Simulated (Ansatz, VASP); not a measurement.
## H in VASP and in Ansatz

```
CELL_PARAMETERS angstrom
15.00000 0.00000 0.00000
0.00000 15.50000 0.00000
0.00000 0.00000 16.00000
ATOMIC_POSITIONS crystal
H 0.50000 0.50000 0.50000
```

Alike in both runs: task single point; functional r2SCAN; k mesh 1 × 1 × 1; occupations gaussian, width 0.005 eV; collinear spin.

```csv
,VASP,Ansatz
version,VASP 6.6.1,Ansatz 0.2.0
potentials or method,"VASP PAW PBE potentials, release 64 (H), cutoff 520 eV","scalar-relativistic, plane waves, PAW"
valence electrons in the cell,1,1
```

Ansatz gave:

- gap on the k mesh at the Fermi level (eV): 7.44
- net moment per atom (μB): 1.00
- size of the moment on the site where the two differ most (μB): 1.00

Task: Estimate VASP's values.

Result: gap on the k mesh at the Fermi level (eV): 5.81; net moment per atom (μB): 1.00; size of the moment on the site where the two differ most (μB): 0.38.

VASP's potentials were made for PBE, not for r2SCAN. Site moments also hang on the region over which each program counts them. Ansatz's warnings: band edge not confirmed under output density, eigenvalue check ram shed, nearly empty spin channel levels not settled, stability check not made.
